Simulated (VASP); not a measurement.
# MnO (Fm-3m) in VASP: a series of runs

Aim: see how the results for MnO move with the level of theory and the settings. Levels: PBE+U, PBE. Tasks: single point.

Everything below comes from runs of VASP 6.6.1. Logs are shortened: lines on timing, memory, paths and dates and some standing lists are left out, and cuts for length are marked.

### Step 1. The cell of the first run

The structure is cubic, space group Fm-3m (No. 225). Conventional cell: a = 4.446 Å, b = 4.446 Å, c = 4.446 Å, α = 90.00°, β = 90.00°, γ = 90.00°. Within 2.9 Å of Mn (site symmetry m-3m) lie 6 O at 2.22 Å. O (site symmetry m-3m) has 6 Mn at 2.22 Å within 2.9 Å.

### Step 2. Single point, PBE+U

INCAR

```
SYSTEM = MnO
PREC = Accurate
ENCUT = 520
EDIFF = 1E-7
ISMEAR = -1
SIGMA = 0.05
LREAL = .False.
LASPH = .True.
NELM = 150
ALGO = Normal
ISIF = 2
LWAVE = .False.
LCHARG = .False.
LMAXMIX = 4
LDAU = .True.
LDAUTYPE = 2
LDAUL = 2 -1
LDAUU = 4 0
LDAUJ = 0 0
LDAUPRINT = 1
GGA = PE
NBANDS = 27
```

KPOINTS

```
regular mesh
0
Gamma
  4 8 8
  0 0 0
```

POSCAR

```
MnO
1.0
    0.0000000000      4.4460000000      4.4460000000
    2.2230000000      0.0000000000      2.2230000000
    2.2230000000      2.2230000000      0.0000000000
Mn O
2 2
Direct
    0.0000000000      0.0000000000      0.0000000000
    0.5000000000      0.0000000000      0.0000000000
    0.2500000000      0.5000000000      0.5000000000
    0.7500000000      0.5000000000      0.5000000000
```

Potentials or basis: VASP PAW PBE potentials, release 64 (Mn_pv, O).

On the command line:

```sh
$ cat potpaw_PBE.64/Mn_pv/POTCAR potpaw_PBE.64/O/POTCAR > POTCAR
$ mpirun -np 1 vasp_std > vasp.out
```

OUTCAR:

```text
SYSTEM = MnO
   PREC = Accurate
   ENCUT = 520
   EDIFF = 1E-7
   ISMEAR = -1
   LREAL = .False.
   LASPH = .True.
   NELM = 150
   ISIF = 2
   GGA = PE

 ion  position               nearest neighbor table
   1  0.000  0.000  0.000-   4 2.22   3 2.22   4 2.22   3 2.22   4 2.22   3 2.22   2 3.14   2 3.14
                             2 3.14   2 3.14   2 3.14   2 3.14
   2  0.500  0.000  0.000-   3 2.22   3 2.22   4 2.22   3 2.22   4 2.22   4 2.22   1 3.14   1 3.14
                             1 3.14   1 3.14   1 3.14   1 3.14
   3  0.250  0.500  0.500-   1 2.22   1 2.22   2 2.22   1 2.22   2 2.22   2 2.22
   4  0.750  0.500  0.500-   2 2.22   1 2.22   2 2.22   1 2.22   2 2.22   1 2.22

  LATTYP: Found a trigonal (rhomboedric) cell.
 ALAT       =     5.4452156982
 COS(alpha) =     0.8333333333

  Lattice vectors:

 A1 = (   2.2230000000,  -2.2230000000,  -4.4460000000)
 A2 = (   4.4460000000,  -2.2230000000,  -2.2230000000)
 A3 = (   2.2230000000,  -4.4460000000,  -2.2230000000)

Analysis of symmetry for initial positions (statically):
=====================================================================
 Subroutine PRICEL returns following result:

  LATTYP: Found a face centered cubic cell.
 ALAT       =     4.4460000000

  Lattice vectors:

 A1 = (   0.0000000000,   2.2230000000,   2.2230000000)
 A2 = (   2.2230000000,   0.0000000000,   2.2230000000)
 A3 = (   2.2230000000,   2.2230000000,   0.0000000000)

   2 primitive cells build up your supercell.

 Routine SETGRP: Setting up the symmetry group for a
 trigonal (rhombohedral) supercell.

 Subroutine GETGRP returns: Found 12 space group operations
 (whereof 12 operations were pure point group operations)
 out of a pool of 12 trial point group operations.

The static configuration has the point symmetry D_3d.

Analysis of symmetry for dynamics (positions and initial velocities):
=====================================================================
 Subroutine PRICEL returns following result:

  LATTYP: Found a face centered cubic cell.
 ALAT       =     4.4460000000

  Lattice vectors:

 A1 = (   0.0000000000,   2.2230000000,   2.2230000000)
 A2 = (   2.2230000000,   0.0000000000,   2.2230000000)
 A3 = (   2.2230000000,   2.2230000000,   0.0000000000)

   2 primitive cells build up your supercell.

 Routine SETGRP: Setting up the symmetry group for a
 trigonal (rhombohedral) supercell.

 Subroutine GETGRP returns: Found 12 space group operations
 (whereof 12 operations were pure point group operations)
 out of a pool of 12 trial point group operations.

The dynamic configuration has the point symmetry D_3d.

 Subroutine INISYM returns: Found 12 space group operations
 (whereof 12 operations are pure point group operations),
 and found     2 'primitive' translations

----------------------------------------------------------------------------------------

                                     Primitive cell

  volume of cell :      21.9709

  direct lattice vectors                    reciprocal lattice vectors
     0.000000000  2.223000000  2.223000000    -0.224921278  0.224921278  0.224921278
     2.223000000  0.000000000  2.223000000     0.224921278 -0.224921278  0.224921278
[... 132 lines left out ...]
   J (eV)           for each species LDAUJ =   0.0  0.0
   GGA     = PE    functional components
   LHFCALC =     F    Hartree Fock is set to
   AEXX    =    0.0000 exact exchange contribution
   IVDW    =     0    specifies the selected vdW correction
   LEPSILON=     F    determine dielectric tensor
   LRPA    =     F    only Hartree local field effects (RPA)
 non-spin polarized calculation
  energy-cutoff  :      520.00
  volume of cell :       43.94
 maximum number of plane-waves:      1198
 NGX is ok and might be reduce to    48
   NGX = 23   NGY = 11   NGZ = 11

atom =   1  type =  1  l = 2

 onsite density matrix

spin component  1

  0.7748 -0.0000  0.0000  0.0000 -0.0000
 -0.0000  0.7748  0.0000 -0.0000 -0.0000
  0.0000  0.0000  0.1034 -0.0000  0.0000
  0.0000 -0.0000 -0.0000  0.7748 -0.0000
 -0.0000 -0.0000  0.0000 -0.0000  0.1034

spin component  2

  0.7748 -0.0000  0.0000  0.0000 -0.0000
 -0.0000  0.7748  0.0000 -0.0000 -0.0000
  0.0000  0.0000  0.1034 -0.0000  0.0000
  0.0000 -0.0000 -0.0000  0.7748 -0.0000
 -0.0000 -0.0000  0.0000 -0.0000  0.1034

 occupancies and eigenvectors

  o =  0.1034  v = -0.0000 -0.0000  1.0000  0.0000 -0.0051  0.0000  0.0000  0.0000  0.0000  0.0000      0.0000  0.0000  0.0000  0.0000  0.0000  0.0000  0.0000  0.0000  0.0000  0.0000
  o =  0.1034  v =  0.0000  0.0000  0.0000  0.0000  0.0000 -0.0000 -0.0000  1.0000  0.0000 -0.0051      0.0000  0.0000  0.0000  0.0000  0.0000  0.0000  0.0000  0.0000  0.0000  0.0000
  o =  0.1034  v = -0.0000  0.0000  0.0051  0.0000  1.0000  0.0000  0.0000  0.0000  0.0000  0.0000      0.0000  0.0000  0.0000  0.0000  0.0000  0.0000  0.0000  0.0000  0.0000  0.0000
  o =  0.1034  v =  0.0000  0.0000  0.0000  0.0000  0.0000 -0.0000  0.0000  0.0051  0.0000  1.0000      0.0000  0.0000  0.0000  0.0000  0.0000  0.0000  0.0000  0.0000  0.0000  0.0000
  o =  0.7748  v =  0.3969 -0.4195  0.0000 -0.8164  0.0000  0.0000  0.0000  0.0000  0.0000  0.0000      0.0000  0.0000  0.0000  0.0000  0.0000  0.0000  0.0000  0.0000  0.0000  0.0000
  o =  0.7748  v =  0.0000  0.0000  0.0000  0.0000  0.0000  0.3969 -0.4195  0.0000 -0.8164  0.0000      0.0000  0.0000  0.0000  0.0000  0.0000  0.0000  0.0000  0.0000  0.0000  0.0000
  o =  0.7748  v =  0.0000  0.0000  0.0000  0.0000  0.0000 -0.7136 -0.7005 -0.0000  0.0131  0.0000      0.0000  0.0000  0.0000  0.0000  0.0000  0.0000  0.0000  0.0000  0.0000  0.0000
  o =  0.7748  v = -0.7136 -0.7005 -0.0000  0.0131  0.0000  0.0000  0.0000  0.0000  0.0000  0.0000      0.0000  0.0000  0.0000  0.0000  0.0000  0.0000  0.0000  0.0000  0.0000  0.0000
  o =  0.7748  v =  0.0000  0.0000  0.0000  0.0000  0.0000  0.5774 -0.5774  0.0000  0.5774  0.0000      0.0000  0.0000  0.0000  0.0000  0.0000  0.0000  0.0000  0.0000  0.0000  0.0000
  o =  0.7748  v =  0.5774 -0.5774  0.0000  0.5774  0.0000  0.0000  0.0000  0.0000  0.0000  0.0000      0.0000  0.0000  0.0000  0.0000  0.0000  0.0000  0.0000  0.0000  0.0000  0.0000

atom =   2  type =  1  l = 2

 onsite density matrix

spin component  1

  0.7748 -0.0000  0.0000  0.0000  0.0000
 -0.0000  0.7748  0.0000 -0.0000 -0.0000
  0.0000  0.0000  0.1034 -0.0000  0.0000
  0.0000 -0.0000 -0.0000  0.7748 -0.0000
  0.0000 -0.0000  0.0000 -0.0000  0.1034

spin component  2

  0.7748 -0.0000  0.0000  0.0000  0.0000
 -0.0000  0.7748  0.0000 -0.0000 -0.0000
  0.0000  0.0000  0.1034 -0.0000  0.0000
  0.0000 -0.0000 -0.0000  0.7748 -0.0000
  0.0000 -0.0000  0.0000 -0.0000  0.1034

 occupancies and eigenvectors

  o =  0.1034  v = -0.0000 -0.0000  0.9957  0.0000 -0.0921  0.0000  0.0000  0.0000  0.0000  0.0000      0.0000  0.0000  0.0000  0.0000  0.0000  0.0000  0.0000  0.0000  0.0000  0.0000
  o =  0.1034  v =  0.0000  0.0000  0.0000  0.0000  0.0000 -0.0000 -0.0000  0.9957  0.0000 -0.0921      0.0000  0.0000  0.0000  0.0000  0.0000  0.0000  0.0000  0.0000  0.0000  0.0000
  o =  0.1034  v = -0.0000  0.0000  0.0921  0.0000  0.9957  0.0000  0.0000  0.0000  0.0000  0.0000      0.0000  0.0000  0.0000  0.0000  0.0000  0.0000  0.0000  0.0000  0.0000  0.0000
  o =  0.1034  v =  0.0000  0.0000  0.0000  0.0000  0.0000 -0.0000  0.0000  0.0921  0.0000  0.9957      0.0000  0.0000  0.0000  0.0000  0.0000  0.0000  0.0000  0.0000  0.0000  0.0000
  o =  0.7748  v =  0.0000  0.0000  0.0000  0.0000  0.0000  0.6686 -0.0716  0.0000 -0.7402  0.0000      0.0000  0.0000  0.0000  0.0000  0.0000  0.0000  0.0000  0.0000  0.0000  0.0000
  o =  0.7748  v =  0.6686 -0.0716  0.0000 -0.7402  0.0000  0.0000  0.0000  0.0000  0.0000  0.0000      0.0000  0.0000  0.0000  0.0000  0.0000  0.0000  0.0000  0.0000  0.0000  0.0000
  o =  0.7748  v = -0.4687 -0.8133 -0.0000 -0.3446  0.0000  0.0000  0.0000  0.0000  0.0000  0.0000      0.0000  0.0000  0.0000  0.0000  0.0000  0.0000  0.0000  0.0000  0.0000  0.0000
  o =  0.7748  v =  0.0000  0.0000  0.0000  0.0000  0.0000 -0.4687 -0.8133 -0.0000 -0.3446  0.0000      0.0000  0.0000  0.0000  0.0000  0.0000  0.0000  0.0000  0.0000  0.0000  0.0000
  o =  0.7748  v =  0.0000  0.0000  0.0000  0.0000  0.0000 -0.5774  0.5774 -0.0000 -0.5774 -0.0000      0.0000  0.0000  0.0000  0.0000  0.0000  0.0000  0.0000  0.0000  0.0000  0.0000
  o =  0.7748  v = -0.5774  0.5774 -0.0000 -0.5774 -0.0000  0.0000  0.0000  0.0000  0.0000  0.0000      0.0000  0.0000  0.0000  0.0000  0.0000  0.0000  0.0000  0.0000  0.0000  0.0000

 number of electron      37.9999983 magnetization

 Free energy of the ion-electron system (eV)
  ---------------------------------------------------
  ext. energy  EPLUGINS =         0.00000000
  ---------------------------------------------------
  free energy    TOTEN  =       -22.23067889 eV

  energy without entropy =      -22.08615254  energy(sigma->0) =      -22.15841572

 E-fermi :   6.0337     XC(G=0): -11.9635

 val. band max:        6.0274286858   @ k =   0.0000  -0.3750   0.2500
 cond. band min:       6.0500324945   @ k =   0.0000   0.5000   0.0000
 fundamental gap:      0.0226038087
 Fermi energy:         6.0337202906

 k-point     1 :       0.0000    0.0000    0.0000
  band No.  band energies     occupation
      1     -41.2160      2.00000
      2     -41.1562      2.00000
      3     -41.1562      2.00000
      4     -41.1477      2.00000
      5     -41.1476      2.00000
      6     -41.1475      2.00000
[... 709 lines left out ...]
     26      14.5423      0.00000
     27      15.9510      0.00000

 [... further k-points ...]

------------------------ aborting loop because EDIFF is reached ----------------------------------------

  FORCE on cell =-STRESS in cart. coord.  units (eV):
  Direction    XX          YY          ZZ          XY          YZ          ZX
  --------------------------------------------------------------------------------------
  -------------------------------------------------------------------------------------
  Total       -7.2309974     -7.2309974     -7.2309974     -0.0001594      0.0001594     -0.0001594
  in kB     -263.6515967   -263.6515967   -263.6515967     -0.0058137      0.0058137     -0.0058137
  external PRESSURE =    -263.6515967 kB  Pullay stress =       0.0000000 kB

 VOLUME and BASIS-vectors are now :
 -----------------------------------------------------------------------------
  energy-cutoff  :      520.00
  volume of cell :       43.94
      direct lattice vectors                 reciprocal lattice vectors
     0.000000000  4.446000000  4.446000000    -0.112460639  0.112460639  0.112460639
     2.223000000  0.000000000  2.223000000     0.224921278 -0.224921278  0.224921278
     2.223000000  2.223000000  0.000000000     0.224921278  0.224921278 -0.224921278

 POSITION                                       TOTAL-FORCE (eV/Angst)
 -----------------------------------------------------------------------------------
      0.00000      0.00000      0.00000        -0.000000      0.000000      0.000000
      0.00000      2.22300      2.22300         0.000000     -0.000000     -0.000000
      2.22300      2.22300      2.22300        -0.000000      0.000000      0.000000
      2.22300      4.44600      4.44600        -0.000000      0.000000      0.000000
 -----------------------------------------------------------------------------------
    total drift:                                0.000000      0.000000      0.000000

  FREE ENERGIE OF THE ION-ELECTRON SYSTEM (eV)
  ---------------------------------------------------
  free  energy   TOTEN  =       -22.2306788907 eV

  energy  without entropy=      -22.0861525422  energy(sigma->0) =      -22.15841572
```

Wall time 20 s (1 thread of Intel Xeon 6975P-C (Granite Rapids), shared host); peak memory 0.18 GiB.

Results:

- Free energy: -22.2307 eV
- Pressure: -26.4 GPa
- Band gap on the k mesh: zero (bands 19 and 20 overlap by 0.63 eV)

Levels at points of the mesh, in eV from the Fermi level:
| k point | band 16 | band 17 | band 18 | band 19 | band 20 | band 21 | band 22 | band 23 |
| --- | --- | --- | --- | --- | --- | --- | --- | --- |
| (0.00, 0.00, 0.00) | -1.21 | -1.21 | -0.19 | -0.19 | 0.08 | 1.48 | 1.86 | 1.86 |
| (0.50, 0.00, 0.00) | -0.66 | -0.66 | -0.66 | -0.59 | -0.59 | 2.96 | 2.96 | 2.96 |
| (0.00, 0.50, 0.00) | -0.19 | -0.19 | 0.02 | 0.02 | 0.08 | 2.37 | 2.56 | 3.97 |
| (0.50, 0.50, 0.00) | -1.00 | -0.08 | -0.08 | 0.04 | 0.04 | 3.03 | 3.03 | 3.14 |

Eigenvalues of the final occupation matrices:
```tsv
site	spin	trace	eigenvalues
site 1 d	1	2.53	0.10 0.10 0.77 0.77 0.77
site 1 d	2	2.53	0.10 0.10 0.77 0.77 0.77
site 2 d	1	2.53	0.10 0.10 0.77 0.77 0.77
site 2 d	2	2.53	0.10 0.10 0.77 0.77 0.77
```

Caveat: the cell stands under tension; the run has no spin polarisation, though such a crystal can be magnetic; U without spin polarisation on a metal has little footing. Spin polarisation is off, so any magnetic state and its effect on volume and gap are missing.

### Step 3. Single point, PBE, collinear spin, ferromagnetic start

INCAR

```
ALGO = Normal
EDIFF = 1E-6
ENCUT = 520
GGA = PE
ISIF = 2
ISMEAR = -1
ISPIN = 2
LASPH = True
LCHARG = False
LMAXMIX = 4
LORBIT = 11
LREAL = False
LWAVE = False
MAGMOM = 4.5 4.5 0 0
NBANDS = 31
NELM = 150
PREC = Accurate
SIGMA = 0.05
```

KPOINTS

```
k-points
0
Gamma
  4 8 8
```

POSCAR is that of step 2.

Potentials or basis: VASP PAW PBE potentials, release 64 (Mn_pv, O).

On the command line:

```sh
$ cat potpaw_PBE.64/Mn_pv/POTCAR potpaw_PBE.64/O/POTCAR > POTCAR
$ mpirun -np 1 vasp_std > vasp.out
```

It took 33 s on 1 thread of Intel Xeon 6975P-C (Granite Rapids), shared host; peak memory 0.22 GiB.

The run converged. Its results:

```
Free energy                                           : -32.8137 eV
Pressure                                              : 0.3 GPa
Net moment                                            : 9.57 μB per cell
Site moments                                          : Mn +4.34; O +0.20 μB
Valence electrons inside the program's atomic spheres : Mn 11.35; O 4.98
```

Levels at points of the mesh, in eV from the Fermi level:
Spin up:
```csv
k point,band 21,band 22,band 23,band 24,band 25,band 26,band 27,band 28
"(0.00, 0.00, 0.00)",-2.29,-1.85,-0.48,0.24,0.24,3.51,7.77,11.91
"(0.50, 0.00, 0.00)",-0.84,-0.84,-0.84,-0.84,2.16,2.16,9.95,9.95
"(0.00, 0.50, 0.00)",-1.88,-1.85,0.24,0.24,3.51,5.06,7.77,7.85
"(0.50, 0.50, 0.00)",-1.03,-1.03,-0.88,-0.88,5.53,5.53,7.85,7.85
```
Spin down:
| k point | band 10 | band 11 | band 12 | band 13 | band 14 | band 15 | band 16 | band 17 | band 18 | band 19 |
| --- | --- | --- | --- | --- | --- | --- | --- | --- | --- | --- |
| (0.00, 0.00, 0.00) | -4.80 | -4.80 | -3.32 | -3.32 | -3.32 | 0.79 | 0.79 | 0.79 | 0.84 | 1.41 |
| (0.50, 0.00, 0.00) | -5.70 | -4.17 | -4.17 | -4.17 | -4.17 | 1.12 | 1.12 | 1.38 | 1.38 | 1.38 |
| (0.00, 0.50, 0.00) | -6.38 | -4.80 | -4.80 | -4.29 | -4.29 | -0.78 | 1.97 | 2.00 | 2.01 | 2.01 |
| (0.50, 0.50, 0.00) | -6.49 | -5.18 | -5.18 | -4.57 | -4.57 | 0.60 | 0.60 | 2.18 | 2.18 | 2.22 |

Caveat: semilocal functionals often make such compounds metallic where correlation or magnetic order opens a gap, which also shifts bond lengths; the run started ferromagnetic, and an antiferromagnetic order may lie lower in energy. With open d or f shells a metallic result of PBE can be an artefact of self-interaction; +U or a hybrid may open a gap.

[end of part 1 of 2]

The gap in the log of VASP goes by the Fermi energy; the results here count the filled bands.